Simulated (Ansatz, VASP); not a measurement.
**One calculation of In, two programs**

Contents of INCAR:

```
PREC = Accurate
ENCUT = 520
EDIFF = 1E-7
ISMEAR = 0
SIGMA = 0.1
LREAL = F
LASPH = T
NELM = 100
ALGO = Normal
ISIF = 2
LWAVE = F
LCHARG = F
GGA = PE
NBANDS = 12
```

The input KPOINTS:

```
Automatic mesh
0
Gamma
  6 6 6
```

The input POSCAR:

```
In
1.0
    3.2123895088      0.0000000000      0.0000000000
   -1.6061947544      2.7820109215      0.0000000000
    0.0000000000      0.0000000000      3.0015764473
In
1
Direct
    0.0000000000      0.0000000000      0.0000000000
```

Input for Ansatz:

```yaml
crystal:
  lattice:
    - [3.2123895088, 0.0, 0.0]
    - [-1.6061947544, 2.7820109215, 0.0]
    - [0.0, 0.0, 3.0015764473]
  atoms:
    - { symbol: In, position: [0.0, 0.0, 0.0] }
basis:
  ecutwfc: 420
kpoints:
  mp_grid: { grid: [6, 6, 6] }
hamiltonian:
  xc: pbe
scf:
  occupations: { method: gaussian, width: 0.1 }
  lower_state_search: "off"
output:
  forces: true
  stress: true
  eigenvalues: true
```

Alike in both runs: task single point; functional PBE; k mesh 6 × 6 × 6; occupations gaussian, width 0.1 eV; no spin polarisation.

|  | VASP | Ansatz |
| --- | --- | --- |
| version | VASP 6.6.1 | Ansatz 0.2.0 |
| potentials or method | VASP PAW PBE potentials, release 64 (In_d), cutoff 520 eV | scalar-relativistic, plane waves, PAW |
| valence electrons in the cell | 13 | 13 |

```tsv
	VASP	Ansatz	Ansatz less VASP
gap on the k mesh at the Fermi level (eV)	none	none	-
pressure (GPa)	2.2	2.2	+0.02
traceless stress, the component that is largest in VASP (GPa)	2.72	2.72	-0.004
```

A gap of «none» marks a metal or a gap that the smearing closes. With one functional, cell and mesh, what is left measures potentials, basis and numerics.

The k mesh is coarse, so the values compare programs but aren't converged.
